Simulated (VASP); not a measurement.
Set up this calculation in VASP 6.6.1, as the native input.

- Task: single point
- Functional: PBE
- Potentials or basis: VASP PAW PBE potentials, release 64 (Ba_sv, Ti_sv, O_h)
- Cutoff: 1340 eV
- k mesh: 8 × 8 × 8
- Occupations: gaussian, width 0.05 eV
- Spin: no spin polarisation
- Dipole correction: no
- Further INCAR settings: ALGO = Normal; EDIFF = 1e-06; NBANDS = 28

The structure of BaTiO3 lies in POSCAR:

```
BaTiO3
1.0
    3.8584625870      0.0000000000      0.0000000000
    0.0000000000      3.8584625870      0.0000000000
    0.0000000000      0.0000000000      3.6977388148
Ba Ti O
1 1 3
Direct
    0.0000000000      0.0000000000      0.0000000000
    0.5000000000      0.5000000000      0.5000000000
    0.5000000000      0.5000000000      0.0000000000
    0.5000000000      0.0000000000      0.5000000000
    0.0000000000      0.5000000000      0.5000000000
```

This cell differs from its parent crystal: strain -0.040 along x and y, -0.080 along z.

The input as run:

INCAR

```
ALGO = Normal
EDIFF = 1E-6
ENCUT = 1340
GGA = PE
GGA_COMPAT = False
ISIF = 2
ISMEAR = 0
LASPH = True
LCHARG = True
LELF = True
LREAL = False
LVHAR = True
LWAVE = False
NBANDS = 28
NELM = 120
PREC = Accurate
SIGMA = 0.05
```

KPOINTS

```
k-points
0
Gamma
  8 8 8
```

Potentials or basis: VASP PAW PBE potentials, release 64 (Ba_sv, Ti_sv, O_h).

Run with:

```sh
$ cat potpaw_PBE.64/Ba_sv/POTCAR potpaw_PBE.64/Ti_sv/POTCAR potpaw_PBE.64/O_h/POTCAR > POTCAR
$ mpirun -np 1 vasp_std > vasp.out
```

Results of the run:

```yaml
Pressure: 42.5 GPa
Band_gap_on_the_k_mesh: 1.86 eV
```

Caveat: the cell differs from its parent crystal (strain -0.040 along x and y, -0.080 along z); the stress differs along the axes, from 37 to 54 GPa; spin-orbit coupling is left out, which moves the levels of the heavy elements.

It took 6.9 min on 1 thread of Intel(R) Xeon(R) Platinum 8375C CPU @ 2.90GHz (Ice Lake) (shared host), peak memory 0.67 GiB.
